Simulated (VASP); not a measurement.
# Ir (I4/mmm) in VASP: notebook, part 2 of 2

VASP 6.6.1. Earlier steps stand in the parts before.

## 3. Single point, LDA (strain +0.0150 x Voigt [0, 0, 1, 0, 0, 0])

INCAR reads:

```
PREC     = Accurate       # precision mode
ENCUT    = 520            # plane-wave cutoff, eV
EDIFF    = 1E-6           # SCF threshold, eV
ISMEAR   = 0              # smearing method
SIGMA    = 0.15           # smearing width, eV
LREAL    = F              # projectors in reciprocal space
LASPH    = T              # aspherical terms in the spheres
NELM     = 100            # most SCF steps
ALGO     = Normal         # electronic algorithm
ISIF     = 2              # what is computed and relaxed
LWAVE    = F              # write WAVECAR
LCHARG   = F              # write CHGCAR
NBANDS   = 10             # bands
```

KPOINTS reads:

```
Automatic mesh
0
Gamma
  8 8 8
```

POSCAR reads:

```
Ir
1.0
    0.0000000000      1.9197000000      1.9484955000
    1.9197000000      0.0000000000      1.9484955000
    1.9197000000      1.9197000000      0.0000000000
Ir
1
Direct
    0.0000000000      0.0000000000      0.0000000000
```

Potentials or basis: VASP PAW LDA potentials, release 64 (Ir).

Started as:

```bash
cat potpaw_LDA.64/Ir/POTCAR > POTCAR
mpirun -np 1 vasp_std > vasp.out
```

OUTCAR:

```text
PREC = Accurate
   ENCUT = 520
   EDIFF = 1E-6
   ISMEAR = 0
   LREAL = F
   LASPH = T
   NELM = 100
   ISIF = 2

 ion  position               nearest neighbor table
   1  0.000  0.000  0.000-

  LATTYP: Found a body centered tetragonal cell.
 ALAT       =     2.7148657757
 C/A-ratio  =     1.4354267658

  Lattice vectors:

 A1 = (  -1.9197000000,   0.0000000000,   1.9484955000)
 A2 = (   1.9197000000,   0.0000000000,   1.9484955000)
 A3 = (   0.0000000000,   1.9197000000,  -1.9484955000)

Analysis of symmetry for initial positions (statically):
=====================================================================
 Subroutine PRICEL returns:
 Original cell was already a primitive cell.

 Routine SETGRP: Setting up the symmetry group for a
 body centered tetragonal supercell.

 Subroutine GETGRP returns: Found 16 space group operations
 (whereof 16 operations were pure point group operations)
 out of a pool of 16 trial point group operations.

The static configuration has the point symmetry D_4h.

Analysis of symmetry for dynamics (positions and initial velocities):
=====================================================================
 Subroutine PRICEL returns:
 Original cell was already a primitive cell.

 Routine SETGRP: Setting up the symmetry group for a
 body centered tetragonal supercell.

 Subroutine GETGRP returns: Found 16 space group operations
 (whereof 16 operations were pure point group operations)
 out of a pool of 16 trial point group operations.

The dynamic configuration has the point symmetry D_4h.

 Subroutine INISYM returns: Found 16 space group operations
 (whereof 16 operations are pure point group operations),
 and found     1 'primitive' translations

----------------------------------------------------------------------------------------

                                     Primitive cell

[... 110 lines left out ...]
  Fermi-wavevector in a.u.,A,eV,Ry     =   1.400953  2.647418 26.703744  1.962670
  Thomas-Fermi vector in A             =   2.523863
   LORBIT       =      0    0 simple, 1 ext, 2 COOP (PROOUT), +10 PAW based schemes
   GGA     = CA    functional components
   LHFCALC =     F    Hartree Fock is set to
   AEXX    =    0.0000 exact exchange contribution
   IVDW    =     0    specifies the selected vdW correction
   LEPSILON=     F    determine dielectric tensor
   LRPA    =     F    only Hartree local field effects (RPA)
 non-spin polarized calculation
 Gauss-broadening in eV      SIGMA  =   0.15
  energy-cutoff  :      520.00
  volume of cell :       14.36
 maximum number of plane-waves:       395
   NGX = 11   NGY = 11   NGZ =  9

 number of electron       9.0000000 magnetization

 Free energy of the ion-electron system (eV)
  ---------------------------------------------------
  ext. energy  EPLUGINS =         0.00000000
  ---------------------------------------------------
  free energy    TOTEN  =       -10.24099819 eV

  energy without entropy =      -10.22000932  energy(sigma->0) =      -10.23050376

 E-fermi :  10.0844     XC(G=0): -14.0527

 val. band max:       10.0548959185   @ k =  -0.3750  -0.0000   0.1250
 cond. band min:      10.1019125334   @ k =  -0.3750  -0.0000   0.2500
 fundamental gap:      0.0470166149
 Fermi energy:        10.0843906226

 k-point     1 :       0.0000    0.0000    0.0000
  band No.  band energies     occupation
      1      -0.8990      2.00000
      2       6.0856      2.00000
      3       6.2828      2.00000
      4       6.2828      2.00000
      5       8.7632      2.00000
      6       9.0197      2.00000
      7      24.4139      0.00000
      8      29.5745      0.00000
      9      30.0293      0.00000
     10      30.0293      0.00000
[... 287 lines left out ...]
 k-point    24 :       0.3750    0.0000    0.1250
  band No.  band energies     occupation
      1       2.4883      2.00000
      2       5.6677      2.00000
      3       6.1513      2.00000
      4       6.9447      2.00000
      5      10.1639      0.45337
      6      10.5074      0.00007
      7      21.4167      0.00000
      8      26.2665      0.00000
      9      29.4358      0.00000
     10      31.3705      0.00000

 [... further k-points ...]

------------------------ aborting loop because EDIFF is reached ----------------------------------------

  FORCE on cell =-STRESS in cart. coord.  units (eV):
  Direction    XX          YY          ZZ          XY          YZ          ZX
  --------------------------------------------------------------------------------------
  -------------------------------------------------------------------------------------
  Total       -0.7417448     -0.7417448     -1.2028978      0.0000000     -0.0000000      0.0000000
  in kB      -82.7501812    -82.7501812   -134.1971124      0.0000000     -0.0000000      0.0000000
  external PRESSURE =     -99.8991583 kB  Pullay stress =       0.0000000 kB

 VOLUME and BASIS-vectors are now :
 -----------------------------------------------------------------------------
  energy-cutoff  :      520.00
  volume of cell :       14.36
      direct lattice vectors                 reciprocal lattice vectors
     0.000000000  1.919700000  1.948495500    -0.260457363  0.260457363  0.256608240
     1.919700000  0.000000000  1.948495500     0.260457363 -0.260457363  0.256608240
     1.919700000  1.919700000  0.000000000     0.260457363  0.260457363 -0.256608240

 POSITION                                       TOTAL-FORCE (eV/Angst)
 -----------------------------------------------------------------------------------
      0.00000      0.00000      0.00000        -0.000000     -0.000000      0.000000
 -----------------------------------------------------------------------------------
    total drift:                                0.000000     -0.000000     -0.000000

  FREE ENERGIE OF THE ION-ELECTRON SYSTEM (eV)
  ---------------------------------------------------
  free  energy   TOTEN  =       -10.2409981924 eV

  energy  without entropy=      -10.2200093204  energy(sigma->0) =      -10.23050376
```

OSZICAR:

```text
N       E                     dE             d eps       ncg     rms          rms(c)
DAV:   1     0.496095017316E+02    0.49610E+02   -0.43625E+03  1188   0.820E+02
DAV:   2    -0.984076283788E+01   -0.59450E+02   -0.56704E+02  1206   0.199E+02
DAV:   3    -0.108589368684E+02   -0.10182E+01   -0.10125E+01  1388   0.320E+01
DAV:   4    -0.108678741265E+02   -0.89373E-02   -0.89346E-02  1344   0.271E+00
DAV:   5    -0.108680554885E+02   -0.18136E-03   -0.18136E-03  1338   0.378E-01    0.153E+01
DAV:   6    -0.103349457519E+02    0.53311E+00   -0.98022E-01  1320   0.121E+01    0.598E+00
DAV:   7    -0.102481775167E+02    0.86768E-01   -0.25144E-01  1444   0.553E+00    0.155E+00
DAV:   8    -0.102442675587E+02    0.39100E-02   -0.19060E-03  1300   0.474E-01    0.102E+00
DAV:   9    -0.102410012067E+02    0.32664E-02   -0.18109E-03  1318   0.639E-01    0.341E-02
DAV:  10    -0.102409973704E+02    0.38363E-05   -0.90999E-06  1674   0.300E-02    0.958E-03
DAV:  11    -0.102409981924E+02   -0.82192E-06   -0.77104E-07  1038   0.595E-03
   1 F= -.10240998E+02 E0= -.10230504E+02  d E =-.209889E-01
```

It took 13 s on 1 thread of Intel Xeon 8259CL, shared host; peak memory 0.12 GiB.

Results:

| Quantity | Value |
| --- | --- |
| Free energy | -10.2410 eV |
| Pressure | -10.0 GPa |

Stress tensor (GPa, compression positive):
```
 -8.28   0.00   0.00
  0.00  -8.28   0.00
  0.00   0.00 -13.42
```

Caveat: the cell differs from its parent crystal (strain +0.0150 x Voigt [0, 0, 1, 0, 0, 0]); spin-orbit coupling is left out, which moves the levels of the heavy elements.

## 4. Single point, LDA (strain -0.0450 x Voigt [0, 0, 1, 0, 0, 0])

INCAR reads:

```
SYSTEM = Ir
PREC     = Accurate       ! precision mode
ENCUT    = 520            ! plane-wave cutoff, eV
EDIFF    = 1E-6           ! SCF threshold, eV
ISMEAR   = 0              ! smearing method
SIGMA    = 0.15           ! smearing width, eV
LREAL    = .False.        ! projectors in reciprocal space
LASPH    = .True.         ! aspherical terms in the spheres
NELM     = 80             ! most SCF steps
ALGO     = Normal         ! electronic algorithm
ISIF     = 2              ! what is computed and relaxed
LWAVE    = .False.        ! write WAVECAR
LCHARG   = .True.         ! write CHGCAR
LELF     = .True.         ! ELF
LVHAR    = .True.       
NBANDS   = 10             ! bands
```

KPOINTS reads:

```
Automatic mesh
0
Gamma
  8 8 8
  0 0 0
```

POSCAR reads:

```
Ir
1.0
    0.0000000000      1.9197000000      1.8333135000
    1.9197000000      0.0000000000      1.8333135000
    1.9197000000      1.9197000000      0.0000000000
Ir
1
Direct
    0.0000000000      0.0000000000      0.0000000000
```

Started as:

```bash
cat potpaw_LDA.64/Ir/POTCAR > POTCAR
mpirun -np 1 vasp_std > vasp.out
```

It took 14 s on 1 thread of Intel Xeon 8259CL, shared host; peak memory 0.12 GiB.

The run converged. Its results:

| Property | Result |
| --- | --- |
| Free energy | -10.2097 eV |
| Pressure | 15.4 GPa |

Stress tensor (GPa, compression positive):
```
 9.22  0.00  0.00
 0.00  9.22  0.00
 0.00  0.00 27.73
```

Levels at points of the mesh, in eV from the Fermi level:
```tsv
k point	band 1	band 2	band 3	band 4	band 5	band 6	band 7	band 8	band 9
(0.00, 0.00, 0.00)	-11.65	-4.43	-4.43	-3.81	-1.73	-0.90	14.22	19.50	19.50
(0.50, 0.00, 0.00)	-8.66	-4.68	-3.98	-0.86	0.75	1.14	7.74	13.71	19.72
(0.50, 0.50, 0.00)	-8.46	-7.97	0.91	1.59	1.59	2.39	11.32	11.32	12.02
(0.50, 0.00, 0.50)	-8.52	-7.89	0.93	1.24	1.37	1.84	10.72	11.88	12.49
```

Caveat: the cell differs from its parent crystal (strain -0.0450 x Voigt [0, 0, 1, 0, 0, 0]); spin-orbit coupling is left out, which moves the levels of the heavy elements.

## 5. Summary

```csv
cell,gap on the mesh (eV),pressure (GPa)
"a = 2.674, b = 2.674, c = 2.715 Å, angles 59.5, 59.5, 61.0°, 1 atom",none,7.9
"a = 2.735, b = 2.735, c = 2.715 Å, angles 60.2, 60.2, 59.5°, 1 atom",none,-10.0
"a = 2.654, b = 2.654, c = 2.715 Å, angles 59.2, 59.2, 61.5°, 1 atom",none,15.4
```

Alike in all rows: task single point; level LDA; potentials or basis VASP PAW LDA potentials, release 64 (Ir); no spin polarisation; k mesh 8 × 8 × 8; cutoff (eV) 520; smearing gaussian 0.15 eV.

Caveats: spin-orbit coupling is left out, which moves the levels of the heavy elements.

Absolute energies hang on the potentials; compare differences alone.
